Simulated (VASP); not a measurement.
# Ta2N (P-3m1) in VASP: settings compared, part 2 of 2

VASP 6.6.1. Earlier steps stand in the parts before.

**3. Single point, r2SCAN**

This run uses another cell than the first one, of 13.08 Å³/atom, 1.021 times its volume.

Input file POSCAR:

```
Ta2N
1.0
    3.0707906527      0.0000000000      0.0000000000
   -1.5353953264      2.6593827149      0.0000000000
    0.0000000000      0.0000000000      4.8040242697
Ta N
2 1
Direct
    0.3333333333      0.6666666667      0.2547110000
    0.6666666667      0.3333333333      0.7452890000
    0.0000000000      0.0000000000      0.0000000000
```

Input file INCAR.step1:

```
ALGO = Normal
EDIFF = 1E-4
ENCUT = 520
GGA = PE
ISMEAR = -1
LASPH = T
LCHARG = F
LREAL = F
LWAVE = T
NBANDS = 20
NELM = 80
PREC = Accurate
SIGMA = 0.05
```

Input file INCAR.step2:

```
ALGO = Normal
EDIFF = 1E-6
ENCUT = 520
ISIF = 2
ISMEAR = -1
ISTART = 1
LASPH = T
LCHARG = F
LMIXTAU = T
LREAL = F
LWAVE = F
METAGGA = R2SCAN
NBANDS = 20
NELM = 80
PREC = Accurate
SIGMA = 0.05
```

Input file KPOINTS:

```
k-points
0
Gamma
  10 10 6
```

Potentials or basis: VASP PAW PBE potentials, release 64 (Ta_pv, N).

The run is started by

```sh
$ cat potpaw_PBE.64/Ta_pv/POTCAR potpaw_PBE.64/N/POTCAR > POTCAR
$ cp INCAR.step1 INCAR
$ mpirun -np 1 vasp_std > vasp.out
$ cp INCAR.step2 INCAR
$ mpirun -np 1 vasp_std > vasp.out
```

OUTCAR:

```text
EDIFF = 1E-6
   ENCUT = 520
   ISIF = 2
   ISMEAR = -1
   ISTART = 1
   LASPH = T
   LREAL = F
   METAGGA = R2SCAN
   NELM = 80
   PREC = Accurate

 ion  position               nearest neighbor table
   1  0.333  0.667  0.255-   3 2.15   3 2.15   3 2.15   2 2.95   2 2.95   2 2.95   2 3.02   2 3.02
                             2 3.02
   2  0.667  0.333  0.745-   3 2.15   3 2.15   3 2.15   1 2.95   1 2.95   1 2.95   1 3.02   1 3.02
                             1 3.02
   3  0.000  0.000  0.000-   1 2.15   2 2.15   1 2.15   2 2.15   2 2.15   1 2.15

[... 200 lines left out ...]
      6     -28.0572      2.00000
[... 541 lines left out ...]
     19      12.8362      0.00000
     20      13.7263      0.00000

 [... further k-points ...]
[... 5 lines left out ...]
  --------------------------------------------------------------------------------------
  -------------------------------------------------------------------------------------
  Total        1.7893318      1.7893318      2.5095941     -0.0000000      0.0000000      0.0000000
  in kB       73.0743947     73.0743947    102.4891345     -0.0000000      0.0000000      0.0000000
  external PRESSURE =      82.8793080 kB  Pullay stress =       0.0000000 kB

 VOLUME and BASIS-vectors are now :
 -----------------------------------------------------------------------------
  energy-cutoff  :      520.00
  volume of cell :       39.23
      direct lattice vectors                 reciprocal lattice vectors
     3.070790653  0.000000000  0.000000000     0.325649031  0.188013556  0.000000000
    -1.535395326  2.659382715  0.000000000     0.000000000  0.376027111  0.000000000
     0.000000000  0.000000000  4.804024270     0.000000000  0.000000000  0.208158815

 POSITION                                       TOTAL-FORCE (eV/Angst)
 -----------------------------------------------------------------------------------
     -0.00000      1.77292      1.22364        -0.000000      0.000000      0.432611
      1.53540      0.88646      3.58039        -0.000000      0.000000     -0.432611
      0.00000      0.00000      0.00000         0.000000      0.000000      0.000000
 -----------------------------------------------------------------------------------
    total drift:                               -0.000000      0.000000      0.000000

  FREE ENERGIE OF THE ION-ELECTRON SYSTEM (eV)
  ---------------------------------------------------
  free  energy   TOTEN  =      -109.0002540901 eV

  energy  without entropy=     -108.9878306921  energy(sigma->0) =     -108.99404239
```

OUTCAR.step1:

```text
EDIFF = 1E-4
   ENCUT = 520
   GGA = PE
   ISMEAR = -1
   LASPH = T
[... 779 lines left out ...]
     -0.00000      1.77292      1.22364        -0.000000      0.000000      0.276915
      1.53540      0.88646      3.58039         0.000000     -0.000000     -0.276915
      0.00000      0.00000      0.00000         0.000000      0.000000      0.000000
 -----------------------------------------------------------------------------------
    total drift:                               -0.000000      0.000000      0.000000

  FREE ENERGIE OF THE ION-ELECTRON SYSTEM (eV)
  ---------------------------------------------------
  free  energy   TOTEN  =       -34.3306183350 eV

  energy  without entropy=      -34.3174952228  energy(sigma->0) =      -34.32405678
```

Run time: 97 s. Hardware: 1 thread of Intel Xeon Platinum 8559C (Emerald Rapids), shared host; peak memory 0.19 GiB.

Results:

```yaml
Free_energy: -109.0003 eV
Pressure: 8.3 GPa
Largest_force: 0.433 eV/Å
```

Forces in eV/Å, atoms in the order of the input:
```
Ta   0.000  0.000  0.433
Ta   0.000  0.000 -0.433
N    0.000  0.000  0.000
```

Stress tensor (GPa, compression positive):
```
 7.31  0.00  0.00
 0.00  7.31  0.00
 0.00  0.00 10.25
```

Caveat: the PAW data sets were made with another functional, which shifts forces and pressure a little; spin-orbit coupling is left out, which moves the levels of the heavy elements.

**4. Single point, r2SCAN**

This run uses another cell than the first one, of 13.35 Å³/atom, 1.043 times its volume.

Input file POSCAR:

```
Ta2N
1.0
    3.0919691885      0.0000000000      0.0000000000
   -1.5459845943      2.6777238649      0.0000000000
    0.0000000000      0.0000000000      4.8371565186
Ta N
2 1
Direct
    0.3333333333      0.6666666667      0.2547110000
    0.6666666667      0.3333333333      0.7452890000
    0.0000000000      0.0000000000      0.0000000000
```

Input file INCAR.step1:

```
PREC = Accurate ; ENCUT = 520
ISMEAR = -1 ; SIGMA = 0.05
LREAL = F ; LASPH = T
NELM = 100 ; NBANDS = 20
GGA = PE ; ALGO = Normal
EDIFF = 1E-4 ; LWAVE = T
LCHARG = F
```

Input file INCAR.step2:

```
PREC = Accurate ; ENCUT = 520
EDIFF = 1E-6 ; ISMEAR = -1
SIGMA = 0.05 ; LREAL = F
LASPH = T ; NELM = 100
ALGO = Normal ; ISIF = 2
LWAVE = F ; LCHARG = F
METAGGA = R2SCAN ; LMIXTAU = T
NBANDS = 20 ; ISTART = 1
```

Input file KPOINTS:

```
regular mesh
0
Gamma
  10 10 6
```

Potentials or basis: VASP PAW PBE potentials, release 64 (Ta_pv, N).

The run is started by

```sh
$ cat potpaw_PBE.64/Ta_pv/POTCAR potpaw_PBE.64/N/POTCAR > POTCAR
$ cp INCAR.step1 INCAR
$ mpirun -np 1 vasp_std > vasp.out
$ cp INCAR.step2 INCAR
$ mpirun -np 1 vasp_std > vasp.out
```

OUTCAR:

```text
PREC = Accurate
   ENCUT = 520
   EDIFF = 1E-6
   ISMEAR = -1
   LREAL = F
   LASPH = T
   NELM = 100
   ISIF = 2
   METAGGA = R2SCAN
   ISTART = 1

 ion  position               nearest neighbor table
   1  0.333  0.667  0.255-   3 2.17   3 2.17   3 2.17   2 2.97   2 2.97   2 2.97   2 3.04   2 3.04
                             2 3.04
   2  0.667  0.333  0.745-   3 2.17   3 2.17   3 2.17   1 2.97   1 2.97   1 2.97   1 3.04   1 3.04
                             1 3.04
   3  0.000  0.000  0.000-   1 2.17   2 2.17   1 2.17   2 2.17   2 2.17   1 2.17

  LATTYP: Found a hexagonal cell.
[... 741 lines left out ...]
     19      12.4904      0.00000
     20      13.3615      0.00000

 [... further k-points ...]
[... 5 lines left out ...]
  --------------------------------------------------------------------------------------
  -------------------------------------------------------------------------------------
  Total        0.1904019      0.1904019      0.8816858     -0.0000000      0.0000000      0.0000000
  in kB        7.6171203      7.6171203     35.2722645     -0.0000000      0.0000000      0.0000000
  external PRESSURE =      16.8355017 kB  Pullay stress =       0.0000000 kB

 VOLUME and BASIS-vectors are now :
 -----------------------------------------------------------------------------
  energy-cutoff  :      520.00
  volume of cell :       40.05
      direct lattice vectors                 reciprocal lattice vectors
     3.091969188  0.000000000  0.000000000     0.323418488  0.186725751  0.000000000
    -1.545984594  2.677723865  0.000000000     0.000000000  0.373451502  0.000000000
     0.000000000  0.000000000  4.837156519     0.000000000  0.000000000  0.206733025

 POSITION                                       TOTAL-FORCE (eV/Angst)
 -----------------------------------------------------------------------------------
     -0.00000      1.78515      1.23208        -0.000000     -0.000000      0.299426
      1.54598      0.89257      3.60508        -0.000000      0.000000     -0.299426
      0.00000      0.00000      0.00000         0.000000      0.000000      0.000000
 -----------------------------------------------------------------------------------
    total drift:                               -0.000000      0.000000      0.000000

  FREE ENERGIE OF THE ION-ELECTRON SYSTEM (eV)
  ---------------------------------------------------
  free  energy   TOTEN  =      -109.0258922663 eV

  energy  without entropy=     -109.0132834523  energy(sigma->0) =     -109.01958786
```

OUTCAR.step1:

```text
PREC = Accurate
   ENCUT = 520
   ISMEAR = -1
   LREAL = F
   LASPH = T
[... 779 lines left out ...]
     -0.00000      1.78515      1.23208         0.000000      0.000000      0.146638
      1.54598      0.89257      3.60508        -0.000000     -0.000000     -0.146638
      0.00000      0.00000      0.00000         0.000000      0.000000      0.000000
 -----------------------------------------------------------------------------------
    total drift:                               -0.000000      0.000000      0.000000

  FREE ENERGIE OF THE ION-ELECTRON SYSTEM (eV)
  ---------------------------------------------------
  free  energy   TOTEN  =       -34.3731609514 eV

  energy  without entropy=      -34.3597839987  energy(sigma->0) =      -34.36647248
```

It took 1.9 min on 1 thread of Intel Xeon Platinum 8559C (Emerald Rapids), shared host; peak memory 0.19 GiB.

What came out:

| Item | Value |
| --- | --- |
| Free energy | -109.0259 eV |
| Pressure | 1.7 GPa |
| Largest force | 0.299 eV/Å |

Forces in eV/Å, atoms in the order of the input:
```
Ta   0.000  0.000  0.299
Ta   0.000  0.000 -0.299
N    0.000  0.000  0.000
```

Caveat: the PAW data sets were made with another functional, which shifts forces and pressure a little; spin-orbit coupling is left out, which moves the levels of the heavy elements.

**5. Single point, PBE**

This run uses another cell than the first one, of 13.62 Å³/atom, 1.064 times its volume.

Input file INCAR:

```
  PREC = Accurate
  ENCUT = 520
  EDIFF = 1E-6
  ISMEAR = -1
  SIGMA = 0.04
  LREAL = False
  LASPH = True
  NELM = 60
  ALGO = Normal
  ISIF = 2
  LWAVE = False
  LCHARG = True
  GGA = PE
  LELF = True
  LVHAR = True
  NBANDS = 20
```

Input file KPOINTS:

```
Automatic mesh
0
Gamma
  5 5 3
```

Input file POSCAR:

```
Ta2N
1.0
    3.1128615060      0.0000000000      0.0000000000
   -1.5564307530      2.6958171426      0.0000000000
    0.0000000000      0.0000000000      4.8698410000
Ta N
2 1
Direct
    0.3333333333      0.6666666667      0.2547110000
    0.6666666667      0.3333333333      0.7452890000
    0.0000000000      0.0000000000      0.0000000000
```

The run is started by

```sh
$ cat potpaw_PBE.64/Ta_pv/POTCAR potpaw_PBE.64/N/POTCAR > POTCAR
$ mpirun -np 1 vasp_std > vasp.out
```

Wall time 14 s (1 thread of Intel Xeon 6975P-C, shared host); peak memory 0.15 GiB.

It converged, with:

```
Free energy   : -34.3244 eV
Pressure      : -0.6 GPa
Largest force : 0.602 eV/Å
```

Forces on the atoms (eV/Å):
```
Ta   0.000  0.000 -0.602
Ta   0.000  0.000  0.602
N    0.000  0.000  0.000
```

Stress tensor (GPa, compression positive):
```
-1.46  0.00  0.00
 0.00 -1.46  0.00
 0.00  0.00  1.14
```

Levels at points of the mesh, in eV from the Fermi level:
```
           k point  band 9  band 10  band 11  band 12  band 13  band 14  band 15  band 16  band 17  band 18
(0.00, 0.00, 0.00)   -5.98    -5.98    -4.93    -0.60    -0.19    -0.19     0.33     0.33     0.33     1.20
```

Caveat: the k points lie up to 0.47 Å⁻¹ apart; spin-orbit coupling is left out, which moves the levels of the heavy elements.

**6. Overview**

| level | cell | k mesh | smearing | gap on the mesh (eV) | pressure (GPa) | largest force (eV/Å) |
| --- | --- | --- | --- | --- | --- | --- |
| r2SCAN | a = 3.049, b = 3.049, c = 4.770 Å, angles 90.0, 90.0, 120.0°, 3 atoms | 10 × 10 × 6 | fermi-dirac 0.05 eV | none | 15.6 | 0.58 |
| r2SCAN | a = 3.071, b = 3.071, c = 4.804 Å, angles 90.0, 90.0, 120.0°, 3 atoms | 10 × 10 × 6 | fermi-dirac 0.05 eV | none | 8.3 | 0.43 |
| r2SCAN | a = 3.092, b = 3.092, c = 4.837 Å, angles 90.0, 90.0, 120.0°, 3 atoms | 10 × 10 × 6 | fermi-dirac 0.05 eV | none | 1.7 | 0.30 |
| PBE | a = 3.113, b = 3.113, c = 4.870 Å, angles 90.0, 90.0, 120.0°, 3 atoms | 5 × 5 × 3 | fermi-dirac 0.04 eV | none | -0.6 | 0.60 |

Alike in all rows: task single point; potentials or basis VASP PAW PBE potentials, release 64 (Ta_pv, N); no spin polarisation; cutoff (eV) 520.

Caveats: some runs use coarse meshes; spin-orbit coupling is left out, which moves the levels of the heavy elements; the PAW data sets were made with another functional, which shifts forces and pressure a little (some runs).

Total energies depend on the potentials used, so only differences within one code and one set of settings carry meaning.
